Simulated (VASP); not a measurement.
A run of VASP 6.6.1 is set up as follows.

Contents of INCAR:

```
SYSTEM = ZnSnN2
  ALGO = Normal
  EDIFF = 1E-7
  ENCUT = 520
  GGA = PS
  ISIF = 2
  ISMEAR = -1
  LASPH = .TRUE.
  LCHARG = .TRUE.
  LELF = .TRUE.
  LREAL = .FALSE.
  LVHAR = .TRUE.
  LWAVE = .FALSE.
  NBANDS = 26
  NELM = 80
  PREC = Accurate
  SIGMA = 0.02
```

File KPOINTS:

```
Automatic mesh
0
Gamma
  6 6 4
  0.5 0.5 0.5
```

Contents of POSCAR:

```
ZnSnN2
1.0
    3.3820201408      0.0000000000      0.0000000000
    0.0000000000      3.3820201408      0.0000000000
    0.0000000000      0.0000000000      4.6996405323
Zn N Sn
1 2 1
Direct
    0.0000000000      0.0000000000      0.0000000000
    0.0000000000      0.5000000000      0.2448435869
    0.5000000000      0.0000000000      0.7551564131
    0.5000000000      0.5000000000      0.5000000000
```

Potentials or basis: VASP PAW PBE potentials, release 64 (Zn, N, Sn_d).

Command:

```console
$ cat potpaw_PBE.64/Zn/POTCAR potpaw_PBE.64/N/POTCAR potpaw_PBE.64/Sn_d/POTCAR > POTCAR
$ mpirun -np 1 vasp_std > vasp.out
```

Question: Estimate the largest force.

Answer: 0.151 eV/Å.

Question: What does it give for the band gap on the k mesh?

Answer: 1.39 eV, direct.

Stress tensor (GPa, compression positive):
```
-0.44  0.00  0.00
 0.00 -0.44  0.00
 0.00  0.00 -0.23
```

Caveat: the PAW data sets were made with another functional, which shifts forces and pressure a little; spin-orbit coupling is left out, which moves the levels of the heavy elements. Expect the measured gap to be larger: semilocal functionals such as PBEsol lack the derivative discontinuity.
